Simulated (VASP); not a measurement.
LaSi2C2: single point with PBE

Crystal: LaSi2C2.

```
C La Si
1.0
     4.15247    0.00000    0.00000
     0.00000    4.15247    0.00000
     0.00000    0.00000    8.60927
C La Si
4 2 4
Cartesian
  0.7184 2.0762 2.1523
  2.0762 3.4341 6.4569
  3.4341 2.0762 2.1523
  2.0762 0.7184 6.4569
  0.0000 0.0000 0.0000
  0.0000 0.0000 4.3046
  2.0762 0.9385 2.1523
  0.9385 2.0762 6.4569
  2.0762 3.2140 2.1523
  3.2140 2.0762 6.4569
```

* Program: VASP 6.6.1
* Task: single point
* Functional: PBE
* Potentials or basis: VASP PAW PBE potentials, release 64 (C, La, Si)
* Cutoff: 520 eV
* k mesh: 4 × 4 × 2
* Occupations: fermi-dirac, width 0.1 eV
* Spin: no spin polarisation
* Dipole correction: no
* Further INCAR settings: ALGO = Normal; EDIFF = 1e-07; NBANDS = 38

| Item | Value |
| --- | --- |
| Pressure | 23.4 GPa |
| Largest force | 4.267 eV/Å |
| Band gap on the k mesh | zero (bands 27 and 28 overlap by 1.20 eV) |

Forces in eV/Å, atoms in the order of the input:
```
C   -1.944  0.000  0.000
C    0.000  1.944  0.000
C    1.944  0.000  0.000
C    0.000 -1.944  0.000
La   0.000  0.000  0.000
La   0.000  0.000  0.000
Si   0.000  4.267  0.000
Si   4.267  0.000  0.000
Si   0.000 -4.267  0.000
Si  -4.267  0.000  0.000
```

Stress tensor (GPa, compression positive):
```
36.84  0.00  0.00
 0.00 36.84  0.00
 0.00  0.00 -3.34
```

Levels at points of the mesh, in eV from the Fermi level:
```
           k point  band 23  band 24  band 25  band 26  band 27  band 28  band 29  band 30  band 31  band 32
(0.00, 0.00, 0.00)    -2.67    -1.75    -1.40    -0.59    -0.59    -0.32    -0.32     0.74     1.10     1.10
(0.50, 0.00, 0.00)    -4.45    -2.72    -1.50    -0.93     0.54     0.71     0.93     1.03     1.44     1.69
(0.50, 0.50, 0.00)    -2.65    -2.65    -1.05    -1.05    -0.88     0.93     1.50     1.67     1.67     1.67
(0.00, 0.00, 0.50)    -2.43    -2.43    -0.61    -0.61    -0.54    -0.54    -0.52    -0.52     1.52     1.52
(0.50, 0.00, 0.50)    -4.38    -3.26    -1.46    -0.67     0.28     0.50     0.52     0.88     1.46     1.67
(0.50, 0.50, 0.50)    -2.81    -2.81    -1.04    -1.04     0.66     0.66     1.14     1.14     1.75     1.75
```

Wall time 50 s on 1 thread of Intel(R) Xeon(R) 6975P-C (Granite Rapids), with other jobs on the host, peak memory 0.28 GiB.

Caveat: the k points lie up to 0.38 Å⁻¹ apart, too coarse for converged energies and pressures of a metal; spin-orbit coupling is left out, which moves the levels of the heavy elements; forces of over 1 eV/Å act on the atoms, so gaps and moduli don't describe the material at rest.
